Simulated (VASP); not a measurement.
# Si2W (I4/mmm) in VASP: further runs

Aim: see how the results for Si2W move with the level of theory and the settings. Levels: revPBE+D4, BLYP+D3(BJ), BLYP+D4, PBE, PBEsol. Tasks: single point.

Everything below comes from runs of VASP 6.6.1. Logs are shortened: lines on timing, memory, paths and dates and some standing lists are left out, and cuts for length are marked.

### Step 1. The cell of the first run

Symmetry: I4/mmm, No. 139, tetragonal system. The conventional cell has a = 3.184 Å, b = 3.184 Å, c = 7.787 Å, α = 90.00°, β = 90.00°, γ = 90.00°. Within 3.4 Å of W (site symmetry 4/mmm) lie 10 Si at 2.60 Å and 4 W at 3.18 Å. Si (site symmetry 4mm) has 9 Si at 2.59 to 3.18 Å and 5 W at 2.60 Å within 3.4 Å.

### Step 2. Single point, revPBE+D4

INCAR

```
SYSTEM = Si2W
PREC = Accurate
ENCUT = 520
EDIFF = 1E-6
ISMEAR = -1
SIGMA = 0.05
LREAL = .FALSE.
LASPH = .TRUE.
NELM = 60
ALGO = Normal
ISIF = 2
LWAVE = .FALSE.
LCHARG = .TRUE.
GGA = RE
IVDW = 13
LELF = .TRUE.
LVHAR = .TRUE.
NBANDS = 18
```

KPOINTS

```
Automatic mesh
0
G
  12 12 12
  0 0 0
```

POSCAR

```
Si2W
1.0
   -1.5919614633      1.5919614633      3.8933736652
    1.5919614633     -1.5919614633      3.8933736652
    1.5919614633      1.5919614633     -3.8933736652
W Si
1 2
Direct
    0.0000000000      0.0000000000      0.0000000000
    0.6660575007      0.6660575007      0.0000000000
    0.3339424993      0.3339424993      0.0000000000
```

Potentials or basis: VASP PAW PBE potentials, release 64 (W_sv, Si).

Launch:

```bash
> cat potpaw_PBE.64/W_sv/POTCAR potpaw_PBE.64/Si/POTCAR > POTCAR
> mpirun -np 1 vasp_std > vasp.out
```

OUTCAR:

```text
SYSTEM = Si2W
   PREC = Accurate
   ENCUT = 520
   EDIFF = 1E-6
   ISMEAR = -1
   LREAL = .FALSE.
   LASPH = .TRUE.
   NELM = 60
   ISIF = 2
   GGA = RE
   IVDW = 13

 ion  position               nearest neighbor table
   1  0.000  0.000  0.000-   2 2.60   2 2.60   2 2.60   3 2.60   3 2.60   3 2.60   2 2.60   3 2.60
                             2 2.60   3 2.60
   2  0.666  0.666  0.000-   3 2.59   1 2.60   1 2.60   1 2.60   1 2.60   1 2.60   3 2.60   3 2.60
                             3 2.60   3 2.60
   3  0.334  0.334  0.000-   2 2.59   1 2.60   1 2.60   1 2.60   1 2.60   1 2.60   2 2.60   2 2.60
                             2 2.60   2 2.60

  LATTYP: Found a body centered tetragonal cell.
 ALAT       =     3.1839229266
 C/A-ratio  =     2.4456456736

  Lattice vectors:

 A1 = (  -1.5919614633,   1.5919614633,   3.8933736652)
 A2 = (   1.5919614633,  -1.5919614633,   3.8933736652)
 A3 = (   1.5919614633,   1.5919614633,  -3.8933736652)

Analysis of symmetry for initial positions (statically):
=====================================================================
 Subroutine PRICEL returns:
 Original cell was already a primitive cell.

 Routine SETGRP: Setting up the symmetry group for a
 body centered tetragonal supercell.

 Subroutine GETGRP returns: Found 16 space group operations
 (whereof 16 operations were pure point group operations)
 out of a pool of 16 trial point group operations.

The static configuration has the point symmetry D_4h.

Analysis of symmetry for dynamics (positions and initial velocities):
=====================================================================
 Subroutine PRICEL returns:
 Original cell was already a primitive cell.

 Routine SETGRP: Setting up the symmetry group for a
 body centered tetragonal supercell.

 Subroutine GETGRP returns: Found 16 space group operations
 (whereof 16 operations were pure point group operations)
 out of a pool of 16 trial point group operations.

The dynamic configuration has the point symmetry D_4h.

 Subroutine INISYM returns: Found 16 space group operations
 (whereof 16 operations are pure point group operations),
 and found     1 'primitive' translations

----------------------------------------------------------------------------------------

                                     Primitive cell

  volume of cell :      39.4686

  direct lattice vectors                    reciprocal lattice vectors
    -1.591961463  1.591961463  3.893373665     0.000000000  0.314077954  0.128423327
     1.591961463 -1.591961463  3.893373665     0.314077954  0.000000000  0.128423327
     1.591961463  1.591961463 -3.893373665     0.314077954  0.314077954  0.000000000

  length of vectors
     4.497448287  4.497448287  4.497448287     0.339319190  0.339319190  0.444173303

  position of ions in fractional coordinates (direct lattice)
     0.000000000  0.000000000  0.000000000
     0.666057501  0.666057501  0.000000000
     0.333942499  0.333942499  0.000000000

  ion indices of the primitive-cell ions
   primitive index   ion index
                 1           1
                 2           2
                 3           3

----------------------------------------------------------------------------------------

 KPOINTS: Automatic mesh

Automatic generation of k-mesh.
 Grid dimensions read from file:
 generate k-points for:   12   12   12

 Generating k-lattice:

  Cartesian coordinates                     Fractional coordinates (reciprocal lattice)
     0.000000000  0.026173163  0.010701944     0.083333333 -0.000000000  0.000000000
     0.026173163  0.000000000  0.010701944    -0.000000000  0.083333333  0.000000000
     0.026173163  0.026173163  0.000000000     0.000000000  0.000000000  0.083333333

  Length of vectors
     0.028276599  0.028276599  0.037014442

  Shift w.r.t. Gamma in fractional coordinates (k-lattice)
     0.000000000  0.000000000  0.000000000

 Subroutine IBZKPT returns following result:
 ===========================================

 Found    163 irreducible k-points:

 Following reciprocal coordinates:
            Coordinates               Weight
  0.000000  0.000000  0.000000      1.000000
  0.083333 -0.000000  0.000000      8.000000
  0.166667  0.000000 -0.000000      8.000000
  0.250000  0.000000 -0.000000      8.000000
  0.333333  0.000000  0.000000      8.000000
  0.416667  0.000000  0.000000      8.000000
[... 16 lines left out ...]
  0.500000  0.166667 -0.000000     16.000000
 -0.416667  0.166667  0.000000     16.000000
 [... further k-points ...]
   k-points           NKPTS =    163   k-points in BZ     NKDIM =    163   number of bands    NBANDS=     18
   number of dos      NEDOS =    301   number of ions     NIONS =      3
   total plane-waves  NPLWV =  46656
   dimension x,y,z NGX =    36 NGY =   36 NGZ =   36
   dimension x,y,z NGXF=    72 NGYF=   72 NGZF=   72
   ions per type =               1   2
   NGX,Y,Z   is equivalent  to a cutoff of  13.31, 13.31, 13.31 a.u.
   NGXF,Y,Z  is equivalent  to a cutoff of  26.61, 26.61, 26.61 a.u.
 SYSTEM =  Si2W
   PREC   = accura    normal or accurate (medium, high low for compatibility)
   ISTART =      0    job   : 0-new  1-cont  2-samecut
   ICHARG =      2    charge: 1-file 2-atom 10-const
   ISPIN  =      1    spin polarized calculation?
   LNONCOLLINEAR =      F non collinear calculations
   LSORBIT =      F    spin-orbit coupling
   LASPH  =      T    aspherical Exc in radial PAW
   ENCUT  =  520.0 eV  38.22 Ry    6.18 a.u.   8.36  8.36  8.36*2*pi/ulx,y,z
   NELM   =     60;   NELMIN=  2; NELMDL= -5     # of ELM steps
   EDIFF  = 0.1E-05   stopping-criterion for ELM
   LREAL  =      F    real-space projection
   EDIFFG = 0.1E-04   stopping-criterion for IOM
   NSW    =      0    number of steps for IOM
   IBRION =     -1    ionic relax: 0-MD 1-quasi-New 2-CG
   NFREE  =      0    steps in history (QN), initial steepest desc. (CG)
   ISIF   =      2    stress and relaxation
   ISYM   =      2    0-nonsym 1-usesym 2-fastsym
   POTIM  = 0.5000    time-step for ionic-motion
   TEBEG  =    0.0;   TEEND  =   0.0 temperature during run
   PSTRESS=    0.0 pullay stress
   NELECT =      22.0000    total number of electrons
   NUPDOWN=      -1.0000    fix difference up-down
   EMIN   =  10.00;   EMAX   =-10.00  energy-range for DOS
   EFERMI =   0.00;   METHOD = LEGACY
   ISMEAR =    -1;   SIGMA  =   0.05  broadening in eV -4-tet -1-fermi 0-gaus
   EFERMI_NEDOS =   21; number of points for ismear=-14 and -15
   IALGO  =     38    algorithm
   IMIX   =      4    mixing-type and parameters
     AMIX     =   0.40;   BMIX     =  1.00
     AMIX_MAG =   1.60;   BMIX_MAG =  1.00
  volume/ion in A,a.u.               =      13.16        88.78
  Fermi-wavevector in a.u.,A,eV,Ry     =   1.347303  2.546034 24.697647  1.815226
  Thomas-Fermi vector in A             =   2.475065
   LORBIT       =      0    0 simple, 1 ext, 2 COOP (PROOUT), +10 PAW based schemes
   GGA     = RE    functional components
   LHFCALC =     F    Hartree Fock is set to
   AEXX    =    0.0000 exact exchange contribution
   IVDW    =    13    specifies the selected vdW correction
   LEPSILON=     F    determine dielectric tensor
   LRPA    =     F    only Hartree local field effects (RPA)
 non-spin polarized calculation
  energy-cutoff  :      520.00
  volume of cell :       39.47
 maximum number of plane-waves:      1080
 NGX is ok and might be reduce to    36
   NGX = 17   NGY = 17   NGZ = 17

 number of electron      21.9999999 magnetization

 Free energy of the ion-electron system (eV)
  ---------------------------------------------------
  ext. energy  EPLUGINS =         0.00000000
  ---------------------------------------------------
  free energy    TOTEN  =       -23.83515752 eV

  energy without entropy =      -23.83341121  energy(sigma->0) =      -23.83428437

 E-fermi :  12.4168     XC(G=0): -12.6260

 val. band max:       12.3692108939   @ k =  -0.3333  -0.4167   0.3333
 cond. band min:      12.4183305944   @ k =  -0.4167  -0.4167   0.3333
 fundamental gap:      0.0491197004
 Fermi energy:        12.4168409496

 k-point     1 :       0.0000    0.0000    0.0000
  band No.  band energies     occupation
      1     -61.4348      2.00000
      2     -25.7203      2.00000
      3     -25.6820      2.00000
      4     -25.6820      2.00000
      5      -1.9152      2.00000
      6       5.3656      2.00000
[... 10 lines left out ...]
     17      18.2091      0.00000
     18      18.2091      0.00000

 k-point     2 :       0.0833   -0.0000    0.0000
  band No.  band energies     occupation
      1     -61.4342      2.00000
      2     -25.7191      2.00000
      3     -25.6985      2.00000
      4     -25.6805      2.00000
      5      -1.7794      2.00000
      6       5.3826      2.00000
[... 10 lines left out ...]
     17      18.2308      0.00000
     18      18.6787      0.00000

 k-point     3 :       0.1667    0.0000   -0.0000
  band No.  band energies     occupation
      1     -61.4326      2.00000
      2     -25.7432      2.00000
      3     -25.7156      2.00000
      4     -25.6764      2.00000
      5      -1.3790      2.00000
      6       5.3786      2.00000
[... 10 lines left out ...]
     17      18.5881      0.00000
     18      19.7306      0.00000

 k-point     4 :       0.2500    0.0000   -0.0000
  band No.  band energies     occupation
      1     -61.4304      2.00000
      2     -25.8038      2.00000
      3     -25.7110      2.00000
      4     -25.6708      2.00000
      5      -0.7346      2.00000
      6       5.1335      2.00000
[... 10 lines left out ...]
     17      19.5870      0.00000
     18      21.0980      0.00000

 k-point     5 :       0.3333    0.0000    0.0000
  band No.  band energies     occupation
      1     -61.4283      2.00000
      2     -25.8637      2.00000
      3     -25.7063      2.00000
      4     -25.6652      2.00000
      5       0.1208      2.00000
      6       4.4242      2.00000
[... 10 lines left out ...]
     17      19.7646      0.00000
     18      21.3459      0.00000

 k-point     6 :       0.4167    0.0000    0.0000
  band No.  band energies     occupation
      1     -61.4267      2.00000
      2     -25.9071      2.00000
      3     -25.7029      2.00000
      4     -25.6611      2.00000
      5       1.1390      2.00000
      6       3.4135      2.00000
[... 10 lines left out ...]
     17      19.3714      0.00000
     18      19.7983      0.00000

 k-point     7 :       0.5000    0.0000   -0.0000
  band No.  band energies     occupation
      1     -61.4261      2.00000
      2     -25.9229      2.00000
      3     -25.7016      2.00000
      4     -25.6596      2.00000
      5       2.1269      2.00000
      6       2.4171      2.00000
[... 10 lines left out ...]
     17      18.9398      0.00000
     18      19.2325      0.00000

 k-point     8 :       0.0833    0.0833    0.0000
  band No.  band energies     occupation
      1     -61.4336      2.00000
      2     -25.7185      2.00000
      3     -25.6979      2.00000
      4     -25.6960      2.00000
      5      -1.6054      2.00000
      6       5.2291      2.00000
[... 10 lines left out ...]
     17      18.6173      0.00000
     18      18.7543      0.00000
[... 229 lines left out ...]
     17      18.9507      0.00000
     18      20.2836      0.00000

 k-point    20 :       0.2500    0.1667    0.0000
  band No.  band energies     occupation
      1     -61.4283      2.00000
      2     -25.7969      2.00000
      3     -25.7305      2.00000
      4     -25.7075      2.00000
      5      -0.0465      2.00000
      6       4.6388      2.00000
[... 10 lines left out ...]
     17      18.9045      0.00000
     18      21.0004      0.00000

 k-point    21 :       0.3333    0.1667   -0.0000
  band No.  band energies     occupation
      1     -61.4261      2.00000
      2     -25.8559      2.00000
      3     -25.7241      2.00000
      4     -25.7021      2.00000
      5       0.8062      2.00000
      6       4.1991      2.00000
[... 10 lines left out ...]
     17      19.6689      0.00000
     18      20.9406      0.00000

 k-point    22 :       0.4167    0.1667   -0.0000
  band No.  band energies     occupation
      1     -61.4245      2.00000
      2     -25.8987      2.00000
      3     -25.7193      2.00000
      4     -25.6977      2.00000
      5       1.7884      2.00000
      6       3.3585      2.00000
[... 10 lines left out ...]
     17      19.7903      0.00000
     18      21.2714      0.00000

 k-point    23 :       0.5000    0.1667   -0.0000
  band No.  band energies     occupation
      1     -61.4240      2.00000
      2     -25.9142      2.00000
      3     -25.7175      2.00000
      4     -25.6953      2.00000
      5       2.2947      2.00000
      6       2.8466      2.00000
[... 10 lines left out ...]
     17      19.9016      0.00000
     18      21.2853      0.00000

 k-point    24 :      -0.4167    0.1667    0.0000
  band No.  band energies     occupation
      1     -61.4245      2.00000
      2     -25.8985      2.00000
      3     -25.7192      2.00000
      4     -25.6956      2.00000
      5       1.2375      2.00000
      6       3.9336      2.00000
[... 10 lines left out ...]
     17      19.6193      0.00000
     18      20.9447      0.00000

 [... further k-points ...]

------------------------ aborting loop because EDIFF is reached ----------------------------------------

  DFT-D4 for vdW energy calculation

  Edisp (eV):   -2.90994

  FORCE on cell =-STRESS in cart. coord.  units (eV):
  Direction    XX          YY          ZZ          XY          YZ          ZX
  --------------------------------------------------------------------------------------
  -------------------------------------------------------------------------------------
  Total      -0.04199    -0.04199    -0.08725     0.00000     0.00000     0.00000
  in kB      -1.70460    -1.70460    -3.54175     0.00000     0.00000     0.00000
  external pressure =       -2.32 kB  Pullay stress =        0.00 kB

 VOLUME and BASIS-vectors are now :
 -----------------------------------------------------------------------------
  energy-cutoff  :      520.00
  volume of cell :       39.47
      direct lattice vectors                 reciprocal lattice vectors
    -1.591961463  1.591961463  3.893373665     0.000000000  0.314077954  0.128423327
     1.591961463 -1.591961463  3.893373665     0.314077954  0.000000000  0.128423327
     1.591961463  1.591961463 -3.893373665     0.314077954  0.314077954  0.000000000

 POSITION                                       TOTAL-FORCE (eV/Angst)
 -----------------------------------------------------------------------------------
      0.00000      0.00000      0.00000         0.000000      0.000000     -0.000000
      0.00000      0.00000      5.18642        -0.000000     -0.000000      0.011993
      0.00000      0.00000      2.60033        -0.000000     -0.000000     -0.011993
 -----------------------------------------------------------------------------------
    total drift:                               -0.000000     -0.000000     -0.000000

  FREE ENERGIE OF THE ION-ELECTRON SYSTEM (eV)
  ---------------------------------------------------
  free  energy   TOTEN  =       -26.7451023766 eV

  energy  without entropy=      -26.7433560643  energy(sigma->0) =      -26.74422922
```

It took 1.8 min on 1 thread of AMD EPYC 9R14 (Zen 4), shared host; peak memory 0.25 GiB.

What came out:

```yaml
Free_energy: -26.7451 eV
Pressure: -0.2 GPa
Largest_force: 0.012 eV/Å
Band_gap_on_the_k_mesh: zero (band 11 reaches 13.19 eV, above the bottom of band 12 at 11.80 eV)
Dispersion_energy_per_atom: -0.970 eV
```

Forces in eV/Å, atoms in the order of the input:
```
W    0.000  0.000  0.000
Si   0.000  0.000  0.012
Si   0.000  0.000 -0.012
```

Caveat: the PAW data sets were made with another functional, which shifts forces and pressure a little; spin-orbit coupling is left out, which moves the levels of the heavy elements; pairwise dispersion overbinds metals, which lowers pressure and volume.

### Step 3. Single point, BLYP+D3(BJ)

This run uses another cell than the first one, of 13.22 Å³/atom, 1.005 times its volume.

INCAR

```
SYSTEM = Si2W
AGGAC = 1.0 ; AGGAX = 1.0
ALDAC = 0.0 ; ALDAX = 1.0
ALGO = Normal ; EDIFF = 1E-6
ENCUT = 520 ; GGA = B5
ISIF = 2 ; ISMEAR = -1
IVDW = 12 ; LASPH = .TRUE.
LCHARG = .FALSE. ; LREAL = .FALSE.
LWAVE = .FALSE. ; NBANDS = 18
NELM = 60 ; PREC = Accurate
SIGMA = 0.05 ; VDW_A1 = 0.4298
VDW_A2 = 4.2359 ; VDW_S6 = 1.0
VDW_S8 = 2.6996
```

KPOINTS

```
k-points
0
G
  12 12 12
  0 0 0
```

POSCAR

```
Si2W
1.0
   -1.5973740244      1.5973740244      3.8870661866
    1.5973740244     -1.5973740244      3.8870661866
    1.5973740244      1.5973740244     -3.8870661866
W Si
1 2
Direct
    0.0000000000      0.0000000000      0.0000000000
    0.6654842771      0.6654842771      0.0000000000
    0.3345157229      0.3345157229      0.0000000000
```

Potentials or basis: VASP PAW PBE potentials, release 64 (W_sv, Si).

Launch:

```bash
> cat potpaw_PBE.64/W_sv/POTCAR potpaw_PBE.64/Si/POTCAR > POTCAR
> mpirun -np 1 vasp_std > vasp.out
```

Wall time 1.8 min (1 thread of AMD EPYC 9R14 (Zen 4), shared host); peak memory 0.25 GiB.

Results (log left out):

```
Free energy                : -24.5726 eV
Pressure                   : 1.2 GPa
Largest force              : 0.014 eV/Å
Band gap on the k mesh     : zero (band 11 reaches 13.44 eV, above the bottom of band 12 at 12.13 eV)
Dispersion energy per atom : -1.351 eV
```

Forces on the atoms (eV/Å):
```
W    0.000  0.000  0.000
Si   0.000  0.000  0.014
Si   0.000  0.000 -0.014
```

Stress tensor (GPa, compression positive):
```
1.17 0.00 0.00
0.00 1.17 0.00
0.00 0.00 1.31
```

Levels at points of the mesh, in eV from the Fermi level:
```tsv
k point	band 9	band 10	band 11	band 12	band 13	band 14
(0.00, 0.00, 0.00)	-2.92	-2.92	0.58	2.78	3.15	3.15
(0.50, 0.00, 0.00)	-2.87	-2.80	-0.47	2.74	2.78	4.06
(0.50, 0.50, 0.00)	-5.05	-3.28	-1.57	2.84	3.00	3.19
(0.50, 0.50, 0.50)	-0.84	-0.84	-0.54	-0.54	0.76	4.53
```

Caveat: the PAW data sets were made with another functional, which shifts forces and pressure a little; spin-orbit coupling is left out, which moves the levels of the heavy elements; pairwise dispersion overbinds metals, which lowers pressure and volume.

[end of part 1 of 3]
